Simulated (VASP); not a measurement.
Wanted: the native input for a VASP 6.6.1 run.

| Property | Result |
| --- | --- |
| Task | single point |
| Functional | PBE |
| Potentials or basis | VASP PAW PBE potentials, release 64 (Cs_sv, I, Sb, S) |
| Cutoff | 520 eV |
| k mesh | 4 × 4 × 5 |
| Occupations | methfessel-paxton, width 0.05 eV |
| Spin | no spin polarisation |
| Dipole correction | no |
| Further INCAR settings | ALGO = Fast; EDIFF = 1e-06; NBANDS = 25 |

The structure of CsSbSI2 lies in POSCAR:

```
CsSbSI2
1.0
    6.3217010000      0.0000000000      0.0000000000
    0.0000000000      6.3217010000      0.0000000000
    0.0000000000      0.0000000000      5.0850440000
Cs I Sb S
1 2 1 1
Direct
    0.0033520000     -0.0001990000      0.0019680000
    0.5009470000     -0.0002530000      0.5020520000
   -0.0051010000      0.5003520000      0.4886820000
    0.4898600000      0.5033300000      0.5056750000
    0.5019820000      0.4995990000     -0.0040380000
```

These files were run (other wordings do the same):

INCAR

```
SYSTEM = CsSbSI2
PREC = Accurate
ENCUT = 520
EDIFF = 1E-6
ISMEAR = 1
SIGMA = 0.05
LREAL = .FALSE.
LASPH = .TRUE.
NELM = 80
ALGO = Fast
ISIF = 2
LWAVE = .FALSE.
LCHARG = .FALSE.
GGA = PE
NBANDS = 25
```

KPOINTS

```
Automatic mesh
0
G
  4 4 5
  0 0 0
```

Potentials or basis: VASP PAW PBE potentials, release 64 (Cs_sv, I, Sb, S).

Command:

```bash
$ cat potpaw_PBE.64/Cs_sv/POTCAR potpaw_PBE.64/I/POTCAR potpaw_PBE.64/Sb/POTCAR potpaw_PBE.64/S/POTCAR > POTCAR
$ mpirun -np 1 vasp_std > vasp.out
```

It gave:

```yaml
Pressure: 0.5 GPa
Largest_force: 0.221 eV/Å
Band_gap_on_the_k_mesh: 0.01 eV
```

Caveat: semilocal functionals underestimate gaps, and a narrow one can read as zero; spin-orbit coupling is left out, which moves the levels of the heavy elements.

It took 2.5 min on 1 thread of Oxide Virtual Turin-like Processor, with other jobs on the host, peak memory 0.41 GiB.
